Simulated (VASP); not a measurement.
Crystal: C.

```
CELL_PARAMETERS angstrom
1.95000 0.00000 0.00000
0.00000 1.95000 0.00000
0.00000 0.00000 1.95000
ATOMIC_POSITIONS crystal
C 0.00000 0.00000 0.00000
```

- Program: VASP 6.6.1
- Task: relaxation of cell and atoms
- Functional: LDA
- Potentials or basis: VASP PAW LDA potentials, release 64 (C)
- Cutoff: 600 eV
- k mesh: 9 × 9 × 9
- Occupations: fermi-dirac, width 0.1 eV
- Spin: no spin polarisation

At the start: pressure -61.1 GPa; volume 7.41 Å³/atom.

Task: How do energy, volume and symmetry change on relaxing?

Result: Over 3 steps the energy falls by 521.1 meV/atom and the volume is 5.40 Å³/atom (-27.1 %); space group Pm-3m (No. 221, to 0.05 Å).

The path:
| step | energy change (eV) | largest force (eV/Å) | pressure (GPa) | volume (Å³) |
| --- | --- | --- | --- | --- |
| 1 | 0.0000 | 0.0000 | -61.11 | 7.41 |
| 2 | -0.4107 | 0.0000 | 62.28 | 4.78 |
| 3 | -0.5211 | 0.0000 | 0.00 | 5.40 |

Final structure:
```yaml
crystal:
  lattice:
    - [1.75489, 0.00000, 0.00000]
    - [0.00000, 1.75489, 0.00000]
    - [0.00000, 0.00000, 1.75489]
  atoms:
    - { symbol: C, position: [0.00000, 0.00000, 0.00000] }
```

Caveat: the volume moved by over 15 % at a fixed basis, so the end points are rough.
